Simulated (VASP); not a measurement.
Here is a VASP 6.6.1 calculation.

The input INCAR:

```
PREC = Accurate ; ENCUT = 520
EDIFF = 1E-6 ; ISMEAR = 0
SIGMA = 0.1 ; LREAL = False
LASPH = True ; NELM = 80
ALGO = Normal ; ISIF = 2
LWAVE = False ; LCHARG = False
GGA = PE ; NBANDS = 27
```

The input KPOINTS:

```
regular mesh
0
Gamma
  8 8 8
```

POSCAR

```
PdCl4
1.0
   -3.5734284228      3.5734284228      2.7415558874
    3.5734284228     -3.5734284228      2.7415558874
    3.5734284228      3.5734284228     -2.7415558874
Pd Cl
1 4
Direct
    0.0000000000      0.0000000000      0.0000000000
    0.7730281194      0.7730281194      0.5460562388
    0.2269718806      0.7730281194      0.0000000000
    0.7730281194      0.2269718806      0.0000000000
    0.2269718806      0.2269718806      0.4539437612
```

Potentials or basis: VASP PAW PBE potentials, release 64 (Pd, Cl).

Command:

```bash
$ cat potpaw_PBE.64/Pd/POTCAR potpaw_PBE.64/Cl/POTCAR > POTCAR
$ mpirun -np 1 vasp_std > vasp.out
```

What does it give for the largest force?

0.030 eV/Å.

What does it give for the pressure?

-0.2 GPa.

Stress tensor (GPa, compression positive):
```
-0.21  0.00  0.00
 0.00 -0.21  0.00
 0.00  0.00 -0.08
```
